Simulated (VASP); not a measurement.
# Mg3BeS (P4mm) in VASP: relaxation of cell and atoms with PBE

Aim: the relaxation of cell and atoms of Mg3BeS with PBE.

Program: VASP 6.6.1. These are calculated values, not measurements. Logs are shortened: lines on timing, memory, paths and dates and some standing lists are left out, and cuts for length are marked.

## 1. The cell of the first run

Symmetry: P4mm, No. 99, tetragonal system. Conventional cell: a = 4.179 Å, b = 4.179 Å, c = 8.475 Å, α = 90.00°, β = 90.00°, γ = 90.00°. Mg (site symmetry 2mm) has 2 S at 2.69 Å and 6 Mg at 2.96 to 3.15 Å within 3.6 Å. Mg (site symmetry 4mm) has 1 Be at 2.47 Å and 4 Mg at 3.15 Å within 3.3 Å. Within 2.6 Å of Be (site symmetry 4mm) lie 1 S at 1.95 Å and 1 Mg at 2.47 Å. S (site symmetry 4mm) has 1 Be at 1.95 Å within 2.6 Å.

## 2. Relaxation of cell and atoms, PBE

Contents of INCAR:

```
ALGO = Normal ; EDIFF = 1E-6
EDIFFG = -0.01 ; ENCUT = 600
GGA = PE ; IBRION = 2
ISIF = 3 ; ISMEAR = 0
LASPH = T ; LCHARG = F
LREAL = F ; LWAVE = F
NELM = 60 ; NSW = 100
PREC = Accurate ; SIGMA = 0.1
```

Contents of KPOINTS:

```
k-points
0
Gamma
  10 10 6
```

Contents of POSCAR:

```
Mg3BeS
1.0
    4.1792301326      0.0000000000      0.0000000000
    0.0000000000      4.1792301326      0.0000000000
    0.0000000000      0.0000000000      8.4745566092
Mg Be S
3 1 1
Direct
    0.5000000000      0.0000000000      0.8920595204
    0.0000000000      0.5000000000      0.8920595204
    0.5000000000      0.5000000000      0.6134112645
    0.5000000000      0.5000000000      0.3221211328
    0.5000000000      0.5000000000      0.0926007121
```

Potentials or basis: VASP PAW PBE potentials, release 64 (Mg, Be, S).

Launch:

```
cat potpaw_PBE.64/Mg/POTCAR potpaw_PBE.64/Be/POTCAR potpaw_PBE.64/S/POTCAR > POTCAR
mpirun -np 1 vasp_std > vasp.out
```

OUTCAR:

```text
EDIFF = 1E-6
   EDIFFG = -0.01
   ENCUT = 600
   GGA = PE
   IBRION = 2
   ISIF = 3
   ISMEAR = 0
   LASPH = T
   LREAL = F
   NELM = 60
   NSW = 100
   PREC = Accurate

 ion  position               nearest neighbor table
   1  0.500  0.000  0.892-   5 2.69   5 2.69   2 2.96   2 2.96   2 2.96   2 2.96   3 3.15   3 3.15

   2  0.000  0.500  0.892-   5 2.69   5 2.69   1 2.96   1 2.96   1 2.96   1 2.96   3 3.15   3 3.15

   3  0.500  0.500  0.613-   4 2.47   2 3.15   1 3.15   1 3.15   2 3.15
   4  0.500  0.500  0.322-   5 1.95   3 2.47
   5  0.500  0.500  0.093-   4 1.95   2 2.69   1 2.69   1 2.69   2 2.69

  LATTYP: Found a simple tetragonal cell.
 ALAT       =     4.1792301326
 C/A-ratio  =     2.0277793613

  Lattice vectors:

 A1 = (   4.1792301326,   0.0000000000,   0.0000000000)
 A2 = (   0.0000000000,   4.1792301326,   0.0000000000)
 A3 = (   0.0000000000,   0.0000000000,   8.4745566092)

Analysis of symmetry for initial positions (statically):
=====================================================================
 Subroutine PRICEL returns:
 Original cell was already a primitive cell.

 Routine SETGRP: Setting up the symmetry group for a
 simple tetragonal supercell.

 Subroutine GETGRP returns: Found  8 space group operations
 (whereof  8 operations were pure point group operations)
 out of a pool of 16 trial point group operations.

The static configuration has the point symmetry C_4v.

Analysis of symmetry for dynamics (positions and initial velocities):
=====================================================================
 Subroutine PRICEL returns:
 Original cell was already a primitive cell.

 Routine SETGRP: Setting up the symmetry group for a
 simple tetragonal supercell.

 Subroutine GETGRP returns: Found  8 space group operations
 (whereof  8 operations were pure point group operations)
 out of a pool of 16 trial point group operations.

The dynamic configuration has the point symmetry C_4v.

 Subroutine INISYM returns: Found  8 space group operations
 (whereof  8 operations are pure point group operations),
 and found     1 'primitive' translations

----------------------------------------------------------------------------------------

                                     Primitive cell

  volume of cell :     148.0163

  direct lattice vectors                    reciprocal lattice vectors
     4.179230133  0.000000000  0.000000000     0.239278520  0.000000000  0.000000000
     0.000000000  4.179230133  0.000000000     0.000000000  0.239278520  0.000000000
     0.000000000  0.000000000  8.474556609     0.000000000  0.000000000  0.118000274

  length of vectors
     4.179230133  4.179230133  8.474556609     0.239278520  0.239278520  0.118000274

  position of ions in fractional coordinates (direct lattice)
     0.500000000  0.000000000  0.892059520
     0.000000000  0.500000000  0.892059520
     0.500000000  0.500000000  0.613411265
     0.500000000  0.500000000  0.322121133
     0.500000000  0.500000000  0.092600712

  ion indices of the primitive-cell ions
   primitive index   ion index
                 1           1
                 2           2
                 3           3
                 4           4
                 5           5

----------------------------------------------------------------------------------------

 KPOINTS: k-points

Automatic generation of k-mesh.
 Grid dimensions read from file:
 generate k-points for:   10   10    6

 Generating k-lattice:

  Cartesian coordinates                     Fractional coordinates (reciprocal lattice)
     0.023927852  0.000000000  0.000000000     0.100000000  0.000000000  0.000000000
     0.000000000  0.023927852  0.000000000     0.000000000  0.100000000  0.000000000
     0.000000000  0.000000000  0.019666712     0.000000000  0.000000000  0.166666667

  Length of vectors
     0.023927852  0.023927852  0.019666712

  Shift w.r.t. Gamma in fractional coordinates (k-lattice)
     0.000000000  0.000000000  0.000000000

 Subroutine IBZKPT returns following result:
 ===========================================

 Found     84 irreducible k-points:

 Following reciprocal coordinates:
            Coordinates               Weight
  0.000000  0.000000  0.000000      1.000000
  0.100000  0.000000  0.000000      4.000000
  0.200000  0.000000  0.000000      4.000000
  0.300000  0.000000  0.000000      4.000000
  0.400000  0.000000  0.000000      4.000000
  0.500000  0.000000  0.000000      2.000000
[... 16 lines left out ...]
  0.100000  0.000000  0.166667      8.000000
  0.200000  0.000000  0.166667      8.000000
 [... further k-points ...]
   k-points           NKPTS =     84   k-points in BZ     NKDIM =     84   number of bands    NBANDS=     11
   number of dos      NEDOS =    301   number of ions     NIONS =      5
   total plane-waves  NPLWV =  90720
   dimension x,y,z NGX =    36 NGY =   36 NGZ =   70
   dimension x,y,z NGXF=    72 NGYF=   72 NGZF=  140
   ions per type =               3   1   1
   NGX,Y,Z   is equivalent  to a cutoff of  14.32, 14.32, 13.73 a.u.
   NGXF,Y,Z  is equivalent  to a cutoff of  28.64, 28.64, 27.46 a.u.
 SYSTEM =  unknown system
   PREC   = accura    normal or accurate (medium, high low for compatibility)
   ISTART =      0    job   : 0-new  1-cont  2-samecut
   ICHARG =      2    charge: 1-file 2-atom 10-const
   ISPIN  =      1    spin polarized calculation?
   LNONCOLLINEAR =      F non collinear calculations
   LSORBIT =      F    spin-orbit coupling
   LASPH  =      T    aspherical Exc in radial PAW
   ENCUT  =  600.0 eV  44.10 Ry    6.64 a.u.   8.35  8.35 16.93*2*pi/ulx,y,z
   NELM   =     60;   NELMIN=  2; NELMDL= -5     # of ELM steps
   EDIFF  = 0.1E-05   stopping-criterion for ELM
   LREAL  =      F    real-space projection
   EDIFFG = -.1E-01   stopping-criterion for IOM
   NSW    =    100    number of steps for IOM
   IBRION =      2    ionic relax: 0-MD 1-quasi-New 2-CG
   NFREE  =      1    steps in history (QN), initial steepest desc. (CG)
   ISIF   =      3    stress and relaxation
   ISYM   =      2    0-nonsym 1-usesym 2-fastsym
   POTIM  = 0.5000    time-step for ionic-motion
   TEBEG  =    0.0;   TEEND  =   0.0 temperature during run
   PSTRESS=    0.0 pullay stress
   NELECT =      14.0000    total number of electrons
   NUPDOWN=      -1.0000    fix difference up-down
   EMIN   =  10.00;   EMAX   =-10.00  energy-range for DOS
   EFERMI =   0.00;   METHOD = LEGACY
   ISMEAR =     0;   SIGMA  =   0.10  broadening in eV -4-tet -1-fermi 0-gaus
   EFERMI_NEDOS =   21; number of points for ismear=-14 and -15
   IALGO  =     38    algorithm
   IMIX   =      4    mixing-type and parameters
     AMIX     =   0.40;   BMIX     =  1.00
     AMIX_MAG =   1.60;   BMIX_MAG =  1.00
  volume/ion in A,a.u.               =      29.60       199.77
  Fermi-wavevector in a.u.,A,eV,Ry     =   0.745901  1.409548  7.569843  0.556368
  Thomas-Fermi vector in A             =   1.841596
   LORBIT       =      0    0 simple, 1 ext, 2 COOP (PROOUT), +10 PAW based schemes
   GGA     = PE    functional components
   LHFCALC =     F    Hartree Fock is set to
   AEXX    =    0.0000 exact exchange contribution
   IVDW    =     0    specifies the selected vdW correction
   LEPSILON=     F    determine dielectric tensor
   LRPA    =     F    only Hartree local field effects (RPA)
 conjugate gradient relaxation of ions
 non-spin polarized calculation
 Gauss-broadening in eV      SIGMA  =   0.10
  energy-cutoff  :      600.00
  volume of cell :      148.02
 maximum number of plane-waves:      4970
 NGX is ok and might be reduce to    36
   NGX = 17   NGY = 17   NGZ = 33

--------------------------------------- Ionic step        1  -------------------------------------------

 number of electron      14.0000001 magnetization

 Free energy of the ion-electron system (eV)
  ---------------------------------------------------
  ext. energy  EPLUGINS =         0.00000000
  ---------------------------------------------------
  free energy    TOTEN  =       -11.40593883 eV

  energy without entropy =      -11.39385417  energy(sigma->0) =      -11.39989650

------------------------ aborting loop because EDIFF is reached ----------------------------------------

  FORCE on cell =-STRESS in cart. coord.  units (eV):
  Direction    XX          YY          ZZ          XY          YZ          ZX
  --------------------------------------------------------------------------------------
  -------------------------------------------------------------------------------------
  Total        0.0316237      0.0316237     -0.0499147      0.0000000      0.0000000      0.0000000
  in kB        0.3423056      0.3423056     -0.5402931      0.0000000      0.0000000      0.0000000
  external PRESSURE =       0.0481060 kB  Pullay stress =       0.0000000 kB
[... 141 lines left out ...]
  energy  without entropy=      -11.3940864094  energy(sigma->0) =      -11.40008274

--------------------------------------- Ionic step        5  -------------------------------------------

 number of electron      14.0000001 magnetization

 Free energy of the ion-electron system (eV)
  ---------------------------------------------------
  ext. energy  EPLUGINS =         0.00000000
  ---------------------------------------------------
  free energy    TOTEN  =       -11.40609371 eV

  energy without entropy =      -11.39413621  energy(sigma->0) =      -11.40011496

 E-fermi :   1.3522     XC(G=0):  -7.1232

 val. band max:        1.3455638118   @ k =   0.5000   0.0000   0.1667
 cond. band min:       1.3523149758   @ k =   0.1000   0.1000   0.0000
 fundamental gap:      0.0067511640
 Fermi energy:         1.3522022409

 k-point     1 :       0.0000    0.0000    0.0000
  band No.  band energies     occupation
      1     -12.5828      2.00000
      2      -5.1718      2.00000
      3      -3.1287      2.00000
      4      -2.1628      2.00000
      5      -2.1628      2.00000
      6      -0.5501      2.00000
      7       1.0569      1.99997
      8       3.6486      0.00000
      9       3.6486      0.00000
     10       3.6866      0.00000
     11       4.3517      0.00000
[... 309 lines left out ...]
 k-point    24 :       0.2000    0.0000    0.1667
  band No.  band energies     occupation
      1     -12.5300      2.00000
      2      -5.0307      2.00000
      3      -3.0907      2.00000
      4      -2.5303      2.00000
      5      -2.1006      2.00000
      6      -0.6097      2.00000
      7       1.4182      0.35038
      8       2.1334      0.00000
      9       3.2512      0.00000
     10       3.7584      0.00000
     11       4.1561      0.00000

 [... further k-points ...]
[... 5 lines left out ...]
  --------------------------------------------------------------------------------------
  -------------------------------------------------------------------------------------
  Total        0.0079165      0.0079165     -0.0409135      0.0000000     -0.0000000      0.0000000
  in kB        0.0855105      0.0855105     -0.4419303      0.0000000     -0.0000000      0.0000000
  external PRESSURE =      -0.0903031 kB  Pullay stress =       0.0000000 kB
[... 20 lines left out ...]
  FREE ENERGIE OF THE ION-ELECTRON SYSTEM (eV)
  ---------------------------------------------------
  free  energy   TOTEN  =       -11.4060937111 eV

  energy  without entropy=      -11.3941362125  energy(sigma->0) =      -11.40011496

 reached required accuracy - stopping structural energy minimisation
```

Run time: 2.8 min. Hardware: 1 thread of Intel Xeon 6975P-C (Granite Rapids), shared host; peak memory 0.46 GiB.

Results:

```yaml
Free_energy: -11.4061 eV
Relaxed_volume: 29.67 Å³/atom
Relaxed_cell: a = 4.184 Å, b = 4.184 Å, c = 8.473 Å, α = 90.00°, β = 90.00°, γ = 90.00°
Space_group_after_relaxing_to_0.05_Å: P4mm (No. 99)
Energy_gained_by_relaxing: 0.0 meV/atom
Ionic_steps: 5
Pressure_after_relaxing: 0.0 GPa
Largest_force_after_relaxing: 0.007 eV/Å
Band_gap_on_the_k_mesh: zero (band 7 reaches 1.77 eV, above the bottom of band 8 at 0.48 eV)
```

Forces in eV/Å, atoms in the order of the input:
```
Mg   0.000  0.000  0.000
Mg   0.000  0.000  0.000
Mg   0.000  0.000 -0.002
Be   0.000  0.000  0.007
S    0.000  0.000 -0.004
```

The path:
| step | energy change (eV) | largest force (eV/Å) | pressure (GPa) | volume (Å³) |
| --- | --- | --- | --- | --- |
| 1 | 0.0000 | 0.0431 | 0.00 | 148.02 |
| 2 | -0.0001 | 0.0195 | 0.03 | 148.04 |
| 3 | -0.0001 | 0.0191 | 0.03 | 148.03 |
| 4 | -0.0001 | 0.0122 | 0.01 | 148.17 |
| 5 | -0.0002 | 0.0071 | -0.01 | 148.33 |

Final structure:
```
Mg Be S
1.0
     4.18392    0.00000    0.00000
     0.00000    4.18392    0.00000
     0.00000    0.00000    8.47337
Mg Be S
3 1 1
Cartesian
  2.0920 4.1839 7.5583
  0.0000 2.0920 7.5583
  2.0920 2.0920 5.2019
  2.0920 2.0920 2.7267
  2.0920 2.0920 0.7840
```
